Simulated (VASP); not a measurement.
A run of VASP 6.6.1:

Contents of INCAR:

```
  AGGAC = 1.0
  AGGAX = 1.0
  ALDAC = 0.0
  ALDAX = 1.0
  ALGO = Normal
  EDIFF = 1E-6
  ENCUT = 520
  GGA = B5
  ISIF = 2
  ISMEAR = -1
  IVDW = 12
  LASPH = T
  LCHARG = F
  LREAL = F
  LWAVE = F
  NBANDS = 16
  NELM = 100
  PREC = Accurate
  SIGMA = 0.05
  VDW_A1 = 0.4298
  VDW_A2 = 4.2359
  VDW_S6 = 1.0
  VDW_S8 = 2.6996
```

File KPOINTS:

```
k-points
0
Gamma
  7 7 7
```

Contents of POSCAR:

```
HgTe
1.0
    0.0000000000      3.1488795465      3.1488795465
    3.1488795465      0.0000000000      3.1488795465
    3.1488795465      3.1488795465      0.0000000000
Hg Te
1 1
Direct
    0.0000000000      0.0000000000      0.0000000000
    0.7500000000      0.7500000000      0.7500000000
```

Potentials or basis: VASP PAW PBE potentials, release 64 (Hg, Te).

Command:

```console
$ cat potpaw_PBE.64/Hg/POTCAR potpaw_PBE.64/Te/POTCAR > POTCAR
$ mpirun -np 1 vasp_std > vasp.out
```

Hardware: 1 thread of Intel(R) Xeon(R) Platinum 8559C (Emerald Rapids), on a shared host.

Q: Estimate the wall time of this run.

A: Wall time 21 s on 1 thread of Intel(R) Xeon(R) Platinum 8559C (Emerald Rapids), on a shared host, peak memory 0.21 GiB. Counts: scf iterations 13, k points 20.
